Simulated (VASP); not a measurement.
In, 1 atom in the cell. It takes space group C2/m (No. 12, monoclinic). Conventional cell: a = 4.608 Å, b = 4.731 Å, c = 3.371 Å, α = 90.00°, β = 131.51°, γ = 90.00°. Within 4.3 Å of In (site symmetry 2/m) lie 12 In at 3.30 to 3.47 Å. 

- Program: VASP 6.6.1
- Task: single point
- Functional: PBE
- Potentials or basis: VASP PAW PBE potentials, release 64 (In_d)
- Cutoff: 520 eV
- k mesh: 4 × 4 × 5
- Occupations: fermi-dirac, width 0.1 eV
- Spin: no spin polarisation
- Dipole correction: no
- Further INCAR settings: ALGO = Normal; EDIFF = 1e-06; NBANDS = 12

Potentials or basis: VASP PAW PBE potentials, release 64 (In_d).

Run with:

```sh
$ cat potpaw_PBE.64/In_d/POTCAR > POTCAR
$ mpirun -np 1 vasp_std > vasp.out
```

Hardware: 1 thread of Intel Xeon 8259CL, on a shared host.

Estimate the wall time of this run.

Wall time 15 s on 1 thread of Intel Xeon 8259CL, with other jobs on the host, peak memory 0.15 GiB. Counts: scf iterations 10, k points 27.
